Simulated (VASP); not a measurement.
# BP (F-43m) in VASP: further runs

Runs on BP. Level: PBEsol. Tasks: single point.

Everything below comes from runs of VASP 6.6.1. Logs are shortened: lines on timing, memory, paths and dates and some standing lists are left out, and cuts for length are marked.

**1. The cell of the first run**

Symmetry: F-43m, No. 216, cubic system. The conventional cell has a = 4.520 Å, b = 4.520 Å, c = 4.520 Å, α = 90.00°, β = 90.00°, γ = 90.00°. Within 2.6 Å of B (site symmetry -43m) lie 4 P at 1.96 Å. P (site symmetry -43m) has 4 B at 1.96 Å within 2.6 Å.

**2. Single point, PBEsol**

The input, INCAR:

```
SYSTEM = BP
PREC = Accurate
ENCUT = 520
EDIFF = 1E-6
ISMEAR = 0
SIGMA = 0.01
LREAL = .FALSE.
LASPH = .TRUE.
NELM = 80
ALGO = Normal
ISIF = 2
LWAVE = .FALSE.
LCHARG = .FALSE.
GGA = PS
NBANDS = 11
```

The input, KPOINTS:

```
regular mesh
0
G
  8 8 8
  0 0 0
```

The input, POSCAR:

```
BP
1.0
    0.0000000000      2.2600702900      2.2600702900
    2.2600702900      0.0000000000      2.2600702900
    2.2600702900      2.2600702900      0.0000000000
B P
1 1
Direct
    0.0000000000      0.0000000000      0.0000000000
    0.7500000000      0.7500000000      0.7500000000
```

Potentials or basis: VASP PAW PBE potentials, release 64 (B, P).

Command:

```sh
$ cat potpaw_PBE.64/B/POTCAR potpaw_PBE.64/P/POTCAR > POTCAR
$ mpirun -np 1 vasp_std > vasp.out
```

OUTCAR:

```text
SYSTEM = BP
   PREC = Accurate
   ENCUT = 520
   EDIFF = 1E-6
   ISMEAR = 0
   LREAL = .FALSE.
   LASPH = .TRUE.
   NELM = 80
   ISIF = 2
   GGA = PS

 ion  position               nearest neighbor table
   1  0.000  0.000  0.000-   2 1.96   2 1.96   2 1.96   2 1.96
   2  0.750  0.750  0.750-   1 1.96   1 1.96   1 1.96   1 1.96

  LATTYP: Found a face centered cubic cell.
 ALAT       =     4.5201405800

  Lattice vectors:

 A1 = (   0.0000000000,   2.2600702900,   2.2600702900)
 A2 = (   2.2600702900,   0.0000000000,   2.2600702900)
 A3 = (   2.2600702900,   2.2600702900,   0.0000000000)

Analysis of symmetry for initial positions (statically):
=====================================================================
 Subroutine PRICEL returns:
 Original cell was already a primitive cell.

 Routine SETGRP: Setting up the symmetry group for a
 face centered cubic supercell.

 Subroutine GETGRP returns: Found 24 space group operations
 (whereof 24 operations were pure point group operations)
 out of a pool of 48 trial point group operations.

The static configuration has the point symmetry T_d .

Analysis of symmetry for dynamics (positions and initial velocities):
=====================================================================
 Subroutine PRICEL returns:
 Original cell was already a primitive cell.

 Routine SETGRP: Setting up the symmetry group for a
 face centered cubic supercell.

 Subroutine GETGRP returns: Found 24 space group operations
 (whereof 24 operations were pure point group operations)
 out of a pool of 48 trial point group operations.

The dynamic configuration has the point symmetry T_d .

 Subroutine INISYM returns: Found 24 space group operations
 (whereof 24 operations are pure point group operations),
 and found     1 'primitive' translations

----------------------------------------------------------------------------------------

                                     Primitive cell

  volume of cell :      23.0885

  direct lattice vectors                    reciprocal lattice vectors
     0.000000000  2.260070290  2.260070290    -0.221232057  0.221232057  0.221232057
     2.260070290  0.000000000  2.260070290     0.221232057 -0.221232057  0.221232057
     2.260070290  2.260070290  0.000000000     0.221232057  0.221232057 -0.221232057

  length of vectors
     3.196222056  3.196222056  3.196222056     0.383185164  0.383185164  0.383185164

  position of ions in fractional coordinates (direct lattice)
     0.000000000  0.000000000  0.000000000
     0.750000000  0.750000000  0.750000000

  ion indices of the primitive-cell ions
   primitive index   ion index
                 1           1
                 2           2

----------------------------------------------------------------------------------------

 KPOINTS: regular mesh

Automatic generation of k-mesh.
 Grid dimensions read from file:
 generate k-points for:    8    8    8

 Generating k-lattice:

  Cartesian coordinates                     Fractional coordinates (reciprocal lattice)
    -0.027654007  0.027654007  0.027654007     0.125000000  0.000000000  0.000000000
     0.027654007 -0.027654007  0.027654007     0.000000000  0.125000000  0.000000000
     0.027654007  0.027654007 -0.027654007     0.000000000  0.000000000  0.125000000

  Length of vectors
     0.047898145  0.047898145  0.047898145

  Shift w.r.t. Gamma in fractional coordinates (k-lattice)
     0.000000000  0.000000000  0.000000000

 Subroutine IBZKPT returns following result:
 ===========================================

 Found     29 irreducible k-points:

 Following reciprocal coordinates:
            Coordinates               Weight
  0.000000  0.000000  0.000000      1.000000
  0.125000  0.000000  0.000000      8.000000
  0.250000  0.000000  0.000000      8.000000
  0.375000  0.000000  0.000000      8.000000
  0.500000  0.000000  0.000000      4.000000
  0.125000  0.125000  0.000000      6.000000
[... 16 lines left out ...]
  0.500000  0.250000  0.125000     48.000000
 -0.375000  0.250000  0.125000     24.000000
 [... further k-points ...]
   k-points           NKPTS =     29   k-points in BZ     NKDIM =     29   number of bands    NBANDS=     11
   number of dos      NEDOS =    301   number of ions     NIONS =      2
   total plane-waves  NPLWV =  13824
   dimension x,y,z NGX =    24 NGY =   24 NGZ =   24
   dimension x,y,z NGXF=    48 NGYF=   48 NGZF=   48
   ions per type =               1   1
   NGX,Y,Z   is equivalent  to a cutoff of  12.48, 12.48, 12.48 a.u.
   NGXF,Y,Z  is equivalent  to a cutoff of  24.97, 24.97, 24.97 a.u.
 SYSTEM =  BP
   PREC   = accura    normal or accurate (medium, high low for compatibility)
   ISTART =      0    job   : 0-new  1-cont  2-samecut
   ICHARG =      2    charge: 1-file 2-atom 10-const
   ISPIN  =      1    spin polarized calculation?
   LNONCOLLINEAR =      F non collinear calculations
   LSORBIT =      F    spin-orbit coupling
   LASPH  =      T    aspherical Exc in radial PAW
   ENCUT  =  520.0 eV  38.22 Ry    6.18 a.u.   5.94  5.94  5.94*2*pi/ulx,y,z
   NELM   =     80;   NELMIN=  2; NELMDL= -5     # of ELM steps
   EDIFF  = 0.1E-05   stopping-criterion for ELM
   LREAL  =      F    real-space projection
   EDIFFG = 0.1E-04   stopping-criterion for IOM
   NSW    =      0    number of steps for IOM
   IBRION =     -1    ionic relax: 0-MD 1-quasi-New 2-CG
   NFREE  =      0    steps in history (QN), initial steepest desc. (CG)
   ISIF   =      2    stress and relaxation
   ISYM   =      2    0-nonsym 1-usesym 2-fastsym
   POTIM  = 0.5000    time-step for ionic-motion
   TEBEG  =    0.0;   TEEND  =   0.0 temperature during run
   PSTRESS=    0.0 pullay stress
   NELECT =       8.0000    total number of electrons
   NUPDOWN=      -1.0000    fix difference up-down
   EMIN   =  10.00;   EMAX   =-10.00  energy-range for DOS
   EFERMI =   0.00;   METHOD = LEGACY
   ISMEAR =     0;   SIGMA  =   0.01  broadening in eV -4-tet -1-fermi 0-gaus
   EFERMI_NEDOS =   21; number of points for ismear=-14 and -15
   IALGO  =     38    algorithm
   IMIX   =      4    mixing-type and parameters
     AMIX     =   0.40;   BMIX     =  1.00
     AMIX_MAG =   1.60;   BMIX_MAG =  1.00
  volume/ion in A,a.u.               =      11.54        77.90
  Fermi-wavevector in a.u.,A,eV,Ry     =   1.149846  2.172893 17.988875  1.322145
  Thomas-Fermi vector in A             =   2.286513
   LORBIT       =      0    0 simple, 1 ext, 2 COOP (PROOUT), +10 PAW based schemes
   GGA     = PS    functional components
   LHFCALC =     F    Hartree Fock is set to
   AEXX    =    0.0000 exact exchange contribution
   IVDW    =     0    specifies the selected vdW correction
   LEPSILON=     F    determine dielectric tensor
   LRPA    =     F    only Hartree local field effects (RPA)
 non-spin polarized calculation
 Gauss-broadening in eV      SIGMA  =   0.01
  energy-cutoff  :      520.00
  volume of cell :       23.09
 maximum number of plane-waves:       636
   NGX = 11   NGY = 11   NGZ = 11

 number of electron       8.0000001 magnetization

 Free energy of the ion-electron system (eV)
  ---------------------------------------------------
  ext. energy  EPLUGINS =         0.00000000
  ---------------------------------------------------
  free energy    TOTEN  =       -13.67158244 eV

  energy without entropy =      -13.67158244  energy(sigma->0) =      -13.67158244

 E-fermi :   7.6558     XC(G=0): -11.0953

 val. band max:        7.5468808179   @ k =   0.0000   0.0000   0.0000
 cond. band min:       8.6958761677   @ k =   0.3750   0.3750   0.0000
 fundamental gap:      1.1489953499
 Fermi energy:         7.6558301696

 k-point     1 :       0.0000    0.0000    0.0000
  band No.  band energies     occupation
      1      -8.0576      2.00000
      2       7.5469      2.00000
      3       7.5469      2.00000
      4       7.5469      2.00000
      5      10.9209      0.00000
      6      10.9209      0.00000
      7      10.9209      0.00000
      8      15.0693      0.00000
      9      18.8703      0.00000
     10      19.7026      0.00000
     11      19.7026      0.00000

 k-point     2 :       0.1250    0.0000    0.0000
  band No.  band energies     occupation
      1      -7.7729      2.00000
      2       5.6635      2.00000
      3       7.1093      2.00000
      4       7.1093      2.00000
      5      11.4702      0.00000
      6      11.5239      0.00000
      7      11.5239      0.00000
      8      15.8304      0.00000
      9      18.7421      0.00000
     10      18.7421      0.00000
     11      19.7278      0.00000

 k-point     3 :       0.2500    0.0000    0.0000
  band No.  band energies     occupation
      1      -6.9366      2.00000
      2       2.6322      2.00000
      3       6.4108      2.00000
      4       6.4108      2.00000
      5      11.5554      0.00000
      6      12.2916      0.00000
      7      12.2916      0.00000
      8      17.1739      0.00000
      9      18.4730      0.00000
     10      18.4730      0.00000
     11      20.4638      0.00000

 k-point     4 :       0.3750    0.0000    0.0000
  band No.  band energies     occupation
      1      -5.6512      2.00000
      2      -0.1344      2.00000
      3       5.9297      2.00000
      4       5.9297      2.00000
      5      11.4149      0.00000
      6      12.3218      0.00000
      7      12.3218      0.00000
      8      17.5902      0.00000
      9      20.1719      0.00000
     10      20.1719      0.00000
     11      21.3136      0.00000
[... 239 lines left out ...]
 k-point    22 :       0.3750    0.2500    0.1250
  band No.  band energies     occupation
      1      -6.2029      2.00000
      2       2.5770      2.00000
      3       3.6680      2.00000
      4       5.5358      2.00000
      5      10.9488      0.00000
      6      13.4923      0.00000
      7      13.7372      0.00000
      8      15.0956      0.00000
      9      19.1671      0.00000
     10      21.4379      0.00000
     11      23.1742      0.00000

 k-point    23 :       0.5000    0.2500    0.1250
  band No.  band energies     occupation
      1      -4.9485      2.00000
      2       0.3633      2.00000
      3       3.0231      2.00000
      4       4.7430      2.00000
      5      11.5767      0.00000
      6      12.9856      0.00000
      7      14.8544      0.00000
      8      15.9033      0.00000
      9      19.9739      0.00000
     10      20.9589      0.00000
     11      24.5845      0.00000

 k-point    24 :      -0.3750    0.2500    0.1250
  band No.  band energies     occupation
      1      -3.9943      2.00000
      2      -1.0258      2.00000
      3       2.9508      2.00000
      4       4.3624      2.00000
      5      11.6463      0.00000
      6      12.7210      0.00000
      7      15.8974      0.00000
      8      17.3423      0.00000
      9      17.9585      0.00000
     10      21.9986      0.00000
     11      24.3054      0.00000

 [... further k-points ...]

------------------------ aborting loop because EDIFF is reached ----------------------------------------

  FORCE on cell =-STRESS in cart. coord.  units (eV):
  Direction    XX          YY          ZZ          XY          YZ          ZX
  --------------------------------------------------------------------------------------
  -------------------------------------------------------------------------------------
  Total        0.0173402      0.0173402      0.0173402      0.0000000      0.0000000      0.0000000
  in kB        1.2032866      1.2032866      1.2032866      0.0000000      0.0000000      0.0000000
  external PRESSURE =       1.2032866 kB  Pullay stress =       0.0000000 kB

 VOLUME and BASIS-vectors are now :
 -----------------------------------------------------------------------------
  energy-cutoff  :      520.00
  volume of cell :       23.09
      direct lattice vectors                 reciprocal lattice vectors
     0.000000000  2.260070290  2.260070290    -0.221232057  0.221232057  0.221232057
     2.260070290  0.000000000  2.260070290     0.221232057 -0.221232057  0.221232057
     2.260070290  2.260070290  0.000000000     0.221232057  0.221232057 -0.221232057

 POSITION                                       TOTAL-FORCE (eV/Angst)
 -----------------------------------------------------------------------------------
      0.00000      0.00000      0.00000         0.000000      0.000000      0.000000
      3.39011      3.39011      3.39011        -0.000000     -0.000000     -0.000000
 -----------------------------------------------------------------------------------
    total drift:                               -0.000000     -0.000000     -0.000000

  FREE ENERGIE OF THE ION-ELECTRON SYSTEM (eV)
  ---------------------------------------------------
  free  energy   TOTEN  =       -13.6715824428 eV

  energy  without entropy=      -13.6715824428  energy(sigma->0) =      -13.67158244
```

It took 7.1 s on 1 thread of AMD EPYC 7R43 (Zen 3), shared host; peak memory 0.1 GiB.

Results:

| Item | Value |
| --- | --- |
| Free energy | -13.6716 eV |
| Pressure | 0.1 GPa |
| Band gap on the k mesh | 1.15 eV, indirect (least direct gap 3.37 eV) |

Caveat: the PAW data sets were made with another functional, which shifts forces and pressure a little. A k mesh can miss the band edges.

[end of part 1 of 2]
